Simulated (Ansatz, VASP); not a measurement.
ZnO in VASP and in Ansatz

```
CELL_PARAMETERS angstrom
3.29207 0.00000 0.00000
-1.64603 2.85101 0.00000
0.00000 0.00000 5.27421
ATOMIC_POSITIONS crystal
Zn 0.66667 0.33333 0.00000
Zn 0.33333 0.66667 0.50000
O 0.33333 0.66667 0.87901
O 0.66667 0.33333 0.37901
```

Change from the starting cell: volume scaled by 1.04.

Alike in both runs: task single point; functional LDA; k mesh 9 × 9 × 5; occupations fermi-dirac, width 0.05 eV; no spin polarisation.

|  | VASP | Ansatz |
| --- | --- | --- |
| version | VASP 6.6.1 | Ansatz 0.2.0 |
| potentials or method | VASP PAW LDA potentials, release 64 (Zn, O), cutoff 520 eV | all-electron LAPW, scalar-relativistic |

|  | VASP | Ansatz | Ansatz less VASP |
| --- | --- | --- | --- |
| gap on the k mesh at the Fermi level (eV) | 0.68 | 0.68 | +0.004 |
| least direct gap on the mesh (eV) | 0.68 | 0.68 | +0.004 |
| pressure (GPa) | -10.8 | -11.7 | -0.84 |
| traceless stress, the component that is largest in VASP (GPa) | 1.07 | 1.02 | -0.050 |
| rms of the force components (eV/Å) | 0.024 | 0.022 | -0.0020 |

LDA's correlation is that of Perdew and Zunger in VASP and of Perdew and Wang (1992) in Ansatz. Atom by atom the forces differ by 0.002 eV/Å (rms over components). Ansatz ran all-electron here, and VASP with PAW potentials.
